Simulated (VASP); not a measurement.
The system is Ir.

```xyz
2
Lattice="12.2385 0.0000 0.0000 0.0000 2.2334 0.0000 0.0000 0.0000 7.1930" Properties=species:S:1:pos:R:3 pbc="T T T"
Ir    3.0596    0.0000    1.1796
Ir    9.1788    0.0000    6.0134
```

Base run:

```yaml
Program: VASP 6.6.1
Functional: PBEsol
Potentials_or_basis: VASP PAW PBE potentials, release 64 (Ir_sv_GW)
Cutoff: 500 eV
k_mesh: 2 × 10 × 3
Occupations: fermi-dirac, width 0.1 eV
Spin: no spin polarisation
```

Its results: band gap on the k mesh zero (band 17 reaches -0.65 eV, above the bottom of band 18 at -4.18 eV); pressure 0.4 GPa.

Task: The run is repeated on the same cell with these changes: k mesh from 2 × 10 × 3 to 1 × 3 × 1. What comes out?

Result: Band gap on the k mesh zero (band 17 reaches -0.63 eV, above the bottom of band 18 at -3.13 eV); pressure -1.0 GPa.

Caveats: some runs use coarse meshes; the PAW data sets were made with another functional, which shifts forces and pressure a little; spin-orbit coupling is left out, which moves the levels of the heavy elements.
